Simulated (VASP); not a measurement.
# Ir (Fm-3m) in VASP: notebook

The runs below take Ir through single point, relaxation of cell and atoms, with PBEsol.

All numbers are computed with VASP 6.6.1; they aren't measurements. Logs are shortened: lines on timing, memory, paths and dates and some standing lists are left out, and cuts for length are marked.

## 1. The cell of the first run

The structure is cubic, space group Fm-3m (No. 225). The conventional cell has a = 3.830 Å, b = 3.830 Å, c = 3.830 Å, α = 90.00°, β = 90.00°, γ = 90.00°. Ir (site symmetry m-3m) has 12 Ir at 2.71 Å within 3.6 Å.

## 2. Single point, PBEsol

Input file INCAR:

```
SYSTEM = Ir
PREC = Accurate
ENCUT = 520
EDIFF = 1E-6
ISMEAR = 1
SIGMA = 0.1
LREAL = .FALSE.
LASPH = .TRUE.
NELM = 80
ALGO = Fast
ISIF = 2
LWAVE = .FALSE.
LCHARG = .TRUE.
GGA = PS
LELF = .TRUE.
LVHAR = .TRUE.
NBANDS = 10
```

Input file KPOINTS:

```
regular mesh
0
G
  22 22 22
  0 0 0
```

Input file POSCAR:

```
Ir
1.0
    0.0000000000      1.9151324854      1.9151324854
    1.9151324854      0.0000000000      1.9151324854
    1.9151324854      1.9151324854      0.0000000000
Ir
1
Direct
    0.0000000000      0.0000000000      0.0000000000
```

Potentials or basis: VASP PAW PBE potentials, release 64 (Ir).

The run is started by

```console
cat potpaw_PBE.64/Ir/POTCAR > POTCAR
mpirun -np 1 vasp_std > vasp.out
```

OUTCAR:

```text
SYSTEM = Ir
   PREC = Accurate
   ENCUT = 520
   EDIFF = 1E-6
   ISMEAR = 1
   LREAL = .FALSE.
   LASPH = .TRUE.
   NELM = 80
   ISIF = 2
   GGA = PS

 ion  position               nearest neighbor table
   1  0.000  0.000  0.000-

  LATTYP: Found a face centered cubic cell.
 ALAT       =     3.8302649708

  Lattice vectors:

 A1 = (   0.0000000000,   1.9151324854,   1.9151324854)
 A2 = (   1.9151324854,   0.0000000000,   1.9151324854)
 A3 = (   1.9151324854,   1.9151324854,   0.0000000000)

Analysis of symmetry for initial positions (statically):
=====================================================================
 Subroutine PRICEL returns:
 Original cell was already a primitive cell.

 Routine SETGRP: Setting up the symmetry group for a
 face centered cubic supercell.

 Subroutine GETGRP returns: Found 48 space group operations
 (whereof 48 operations were pure point group operations)
 out of a pool of 48 trial point group operations.

The static configuration has the point symmetry O_h .

Analysis of symmetry for dynamics (positions and initial velocities):
=====================================================================
 Subroutine PRICEL returns:
 Original cell was already a primitive cell.

 Routine SETGRP: Setting up the symmetry group for a
 face centered cubic supercell.

 Subroutine GETGRP returns: Found 48 space group operations
 (whereof 48 operations were pure point group operations)
 out of a pool of 48 trial point group operations.

The dynamic configuration has the point symmetry O_h .

 Subroutine INISYM returns: Found 48 space group operations
 (whereof 48 operations are pure point group operations),
 and found     1 'primitive' translations

----------------------------------------------------------------------------------------

                                     Primitive cell

  volume of cell :      14.0484

  direct lattice vectors                    reciprocal lattice vectors
     0.000000000  1.915132485  1.915132485    -0.261078544  0.261078544  0.261078544
     1.915132485  0.000000000  1.915132485     0.261078544 -0.261078544  0.261078544
     1.915132485  1.915132485  0.000000000     0.261078544  0.261078544 -0.261078544

  length of vectors
     2.708406335  2.708406335  2.708406335     0.452201302  0.452201302  0.452201302

  position of ions in fractional coordinates (direct lattice)
     0.000000000  0.000000000  0.000000000

  ion indices of the primitive-cell ions
   primitive index   ion index
                 1           1

----------------------------------------------------------------------------------------

 KPOINTS: regular mesh

Automatic generation of k-mesh.
 Grid dimensions read from file:
 generate k-points for:   22   22   22

 Generating k-lattice:

  Cartesian coordinates                     Fractional coordinates (reciprocal lattice)
    -0.011867207  0.011867207  0.011867207     0.045454545  0.000000000  0.000000000
     0.011867207 -0.011867207  0.011867207     0.000000000  0.045454545  0.000000000
     0.011867207  0.011867207 -0.011867207     0.000000000  0.000000000  0.045454545

  Length of vectors
     0.020554605  0.020554605  0.020554605

  Shift w.r.t. Gamma in fractional coordinates (k-lattice)
     0.000000000  0.000000000  0.000000000

 Subroutine IBZKPT returns following result:
 ===========================================

 Found    328 irreducible k-points:

 Following reciprocal coordinates:
            Coordinates               Weight
  0.000000  0.000000  0.000000      1.000000
  0.045455  0.000000  0.000000      8.000000
  0.090909  0.000000  0.000000      8.000000
  0.136364  0.000000  0.000000      8.000000
  0.181818  0.000000  0.000000      8.000000
  0.227273  0.000000  0.000000      8.000000
[... 16 lines left out ...]
  0.500000  0.045455  0.000000     24.000000
 -0.454545  0.045455  0.000000     24.000000
 [... further k-points ...]
   k-points           NKPTS =    328   k-points in BZ     NKDIM =    328   number of bands    NBANDS=     10
   number of dos      NEDOS =    301   number of ions     NIONS =      1
   total plane-waves  NPLWV =   8000
   dimension x,y,z NGX =    20 NGY =   20 NGZ =   20
   dimension x,y,z NGXF=    40 NGYF=   40 NGZF=   40
   ions per type =               1
   NGX,Y,Z   is equivalent  to a cutoff of  12.28, 12.28, 12.28 a.u.
   NGXF,Y,Z  is equivalent  to a cutoff of  24.55, 24.55, 24.55 a.u.
 SYSTEM =  Ir
   PREC   = accura    normal or accurate (medium, high low for compatibility)
   ISTART =      0    job   : 0-new  1-cont  2-samecut
   ICHARG =      2    charge: 1-file 2-atom 10-const
   ISPIN  =      1    spin polarized calculation?
   LNONCOLLINEAR =      F non collinear calculations
   LSORBIT =      F    spin-orbit coupling
   LASPH  =      T    aspherical Exc in radial PAW
   ENCUT  =  520.0 eV  38.22 Ry    6.18 a.u.   5.04  5.04  5.04*2*pi/ulx,y,z
   NELM   =     80;   NELMIN=  2; NELMDL= -5     # of ELM steps
   EDIFF  = 0.1E-05   stopping-criterion for ELM
   LREAL  =      F    real-space projection
   EDIFFG = 0.1E-04   stopping-criterion for IOM
   NSW    =      0    number of steps for IOM
   IBRION =     -1    ionic relax: 0-MD 1-quasi-New 2-CG
   NFREE  =      0    steps in history (QN), initial steepest desc. (CG)
   ISIF   =      2    stress and relaxation
   ISYM   =      2    0-nonsym 1-usesym 2-fastsym
   POTIM  = 0.5000    time-step for ionic-motion
   TEBEG  =    0.0;   TEEND  =   0.0 temperature during run
   PSTRESS=    0.0 pullay stress
   NELECT =       9.0000    total number of electrons
   NUPDOWN=      -1.0000    fix difference up-down
   EMIN   =  10.00;   EMAX   =-10.00  energy-range for DOS
   EFERMI =   0.00;   METHOD = LEGACY
   ISMEAR =     1;   SIGMA  =   0.10  broadening in eV -4-tet -1-fermi 0-gaus
   EFERMI_NEDOS =   21; number of points for ismear=-14 and -15
   IALGO  =     68    algorithm
   IMIX   =      4    mixing-type and parameters
     AMIX     =   0.40;   BMIX     =  1.00
     AMIX_MAG =   1.60;   BMIX_MAG =  1.00
  volume/ion in A,a.u.               =      14.05        94.80
  Fermi-wavevector in a.u.,A,eV,Ry     =   1.411281  2.666934 27.098917  1.991714
  Thomas-Fermi vector in A             =   2.533149
   LORBIT       =      0    0 simple, 1 ext, 2 COOP (PROOUT), +10 PAW based schemes
   GGA     = PS    functional components
   LHFCALC =     F    Hartree Fock is set to
   AEXX    =    0.0000 exact exchange contribution
   IVDW    =     0    specifies the selected vdW correction
   LEPSILON=     F    determine dielectric tensor
   LRPA    =     F    only Hartree local field effects (RPA)
 non-spin polarized calculation
 RMM-DIIS sequential band-by-band and
 Methfessel and Paxton  Order N= 1 SIGMA  =   0.10
  energy-cutoff  :      520.00
  volume of cell :       14.05
 maximum number of plane-waves:       388
   NGX =  9   NGY =  9   NGZ =  9

 number of electron       9.0000000 magnetization

 Free energy of the ion-electron system (eV)
  ---------------------------------------------------
  ext. energy  EPLUGINS =         0.00000000
  ---------------------------------------------------
  free energy    TOTEN  =        -9.81545640 eV

  energy without entropy =       -9.81524515  energy(sigma->0) =       -9.81538599

 E-fermi :  10.3370     XC(G=0): -14.1433

 val. band max:       10.3359425066   @ k =  -0.1818   0.1364   0.0455
 cond. band min:      10.3416103703   @ k =   0.4091   0.1818   0.0455
 fundamental gap:      0.0056678637
 Fermi energy:        10.3369858186

 k-point     1 :       0.0000    0.0000    0.0000
  band No.  band energies     occupation
      1      -0.8980      2.00000
      2       6.4219      2.00000
      3       6.4219      2.00000
      4       6.4219      2.00000
      5       9.1667      2.00000
      6       9.1667      2.00000
      7      24.6745      0.00000
      8      30.2887      0.00000
      9      30.2887      0.00000
     10      30.2887      0.00000

 k-point     2 :       0.0455    0.0000    0.0000
  band No.  band energies     occupation
      1      -0.8049      2.00000
      2       6.3709      2.00000
      3       6.4630      2.00000
      4       6.4630      2.00000
      5       9.1393      2.00000
      6       9.1393      2.00000
      7      24.8374      0.00000
      8      29.7582      0.00000
      9      30.4426      0.00000
     10      30.4426      0.00000

 k-point     3 :       0.0909    0.0000    0.0000
  band No.  band energies     occupation
      1      -0.5318      2.00000
      2       6.2326      2.00000
      3       6.5763      2.00000
      4       6.5763      2.00000
      5       9.0716      2.00000
      6       9.0716      2.00000
      7      25.2996      0.00000
      8      28.6280      0.00000
      9      30.8945      0.00000
     10      30.8945      0.00000

 k-point     4 :       0.1364    0.0000    0.0000
  band No.  band energies     occupation
      1      -0.0993      2.00000
      2       6.0495      2.00000
      3       6.7283      2.00000
      4       6.7283      2.00000
      5       9.0084      2.00000
      6       9.0084      2.00000
      7      25.9652      0.00000
      8      27.3724      0.00000
      9      31.6162      0.00000
     10      31.6162      0.00000
[... 222 lines left out ...]
 k-point    22 :       0.4545    0.0455    0.0000
  band No.  band energies     occupation
      1       2.2344      2.00000
      2       6.2859      2.00000
      3       6.4498      2.00000
      4       8.6126      2.00000
      5      11.2188     -0.00000
      6      11.3328     -0.00000
      7      18.4144      0.00000
      8      24.5732      0.00000
      9      30.2546      0.00000
     10      30.6730      0.00000

 k-point    23 :       0.5000    0.0455    0.0000
  band No.  band energies     occupation
      1       2.2294      2.00000
      2       6.2460      2.00000
      3       6.3943      2.00000
      4       9.1018      2.00000
      5      11.2892     -0.00000
      6      11.6881     -0.00000
      7      17.6767      0.00000
      8      24.3756      0.00000
      9      30.0872      0.00000
     10      30.0946      0.00000

 k-point    24 :      -0.4545    0.0455    0.0000
  band No.  band energies     occupation
      1       2.2316      2.00000
      2       6.2656      2.00000
      3       6.3937      2.00000
      4       9.0163      2.00000
      5      11.1483     -0.00000
      6      11.7161     -0.00000
      7      17.8388      0.00000
      8      24.4156      0.00000
      9      29.9422      0.00000
     10      30.3977      0.00000

 [... further k-points ...]
[... 5 lines left out ...]
  --------------------------------------------------------------------------------------
  -------------------------------------------------------------------------------------
  Total        0.0746107      0.0746107      0.0746107      0.0000000      0.0000000     -0.0000000
  in kB        8.5091301      8.5091301      8.5091301      0.0000000      0.0000000     -0.0000000
  external PRESSURE =       8.5091301 kB  Pullay stress =       0.0000000 kB

 VOLUME and BASIS-vectors are now :
 -----------------------------------------------------------------------------
  energy-cutoff  :      520.00
  volume of cell :       14.05
      direct lattice vectors                 reciprocal lattice vectors
     0.000000000  1.915132485  1.915132485    -0.261078544  0.261078544  0.261078544
     1.915132485  0.000000000  1.915132485     0.261078544 -0.261078544  0.261078544
     1.915132485  1.915132485  0.000000000     0.261078544  0.261078544 -0.261078544

 POSITION                                       TOTAL-FORCE (eV/Angst)
 -----------------------------------------------------------------------------------
      0.00000      0.00000      0.00000         0.000000     -0.000000      0.000000
 -----------------------------------------------------------------------------------
    total drift:                                0.000000     -0.000000     -0.000000

  FREE ENERGIE OF THE ION-ELECTRON SYSTEM (eV)
  ---------------------------------------------------
  free  energy   TOTEN  =        -9.8154564029 eV

  energy  without entropy=       -9.8152451545  energy(sigma->0) =       -9.81538599
```

It took 25 s on 1 thread of Intel Xeon Platinum 8559C (Emerald Rapids), shared host; peak memory 0.16 GiB.

What came out:

```yaml
Free_energy: -9.8155 eV
Pressure: 0.9 GPa
```

Caveat: the PAW data sets were made with another functional, which shifts forces and pressure a little; spin-orbit coupling is left out, which moves the levels of the heavy elements.

## 3. Relaxation of cell and atoms, PBEsol

Input file INCAR:

```
PREC = Accurate
ENCUT = 600
EDIFF = 1E-6
ISMEAR = 1
SIGMA = 0.1
LREAL = False
LASPH = True
NELM = 80
ALGO = Fast
ISIF = 3
LWAVE = False
LCHARG = False
GGA = PS
IBRION = 2
NSW = 80
EDIFFG = -0.01
```

Input file KPOINTS:

```
Automatic mesh
0
Gamma
  22 22 22
```

Input file POSCAR:

```
Ir
1.0
    0.0000000000      1.9156000000      1.9156000000
    1.9156000000      0.0000000000      1.9156000000
    1.9156000000      1.9156000000      0.0000000000
Ir
1
Direct
    0.0000000000      0.0000000000      0.0000000000
```

Potentials or basis: VASP PAW PBE potentials, release 64 (Ir).

The run is started by

```console
cat potpaw_PBE.64/Ir/POTCAR > POTCAR
mpirun -np 1 vasp_std > vasp.out
```

It took 54 s on 1 thread of Intel Xeon Platinum 8559C (Emerald Rapids), shared host; peak memory 0.19 GiB.

Results (log left out):

```
Free energy                            : -9.8156 eV
Relaxed volume                         : 14.08 Å³/atom
Relaxed cell                           : a = 2.711 Å, b = 2.711 Å, c = 2.711 Å, α = 60.00°, β = 60.00°, γ = 60.00°
Space group after relaxing (to 0.05 Å) : Fm-3m (No. 225)
Energy gained by relaxing              : 0.0 meV/atom
Ionic steps                            : 5
Pressure after relaxing                : 0.1 GPa
```

Final structure:
```
CELL_PARAMETERS angstrom
0.00000 1.91669 1.91669
1.91669 0.00000 1.91669
1.91669 1.91669 0.00000
ATOMIC_POSITIONS crystal
Ir 0.00000 0.00000 0.00000
```

Levels at points of the mesh, in eV from the Fermi level:
```csv
k point,band 2,band 3,band 4,band 5,band 6,band 7
"(0.00, 0.00, 0.00)",-3.90,-3.90,-3.90,-1.17,-1.17,14.34
"(0.50, 0.00, 0.00)",-4.00,-4.00,-0.80,0.94,0.94,7.30
"(0.50, 0.50, 0.00)",-7.39,0.92,1.52,1.52,1.68,10.56
```

Caveat: the PAW data sets were made with another functional, which shifts forces and pressure a little; spin-orbit coupling is left out, which moves the levels of the heavy elements.
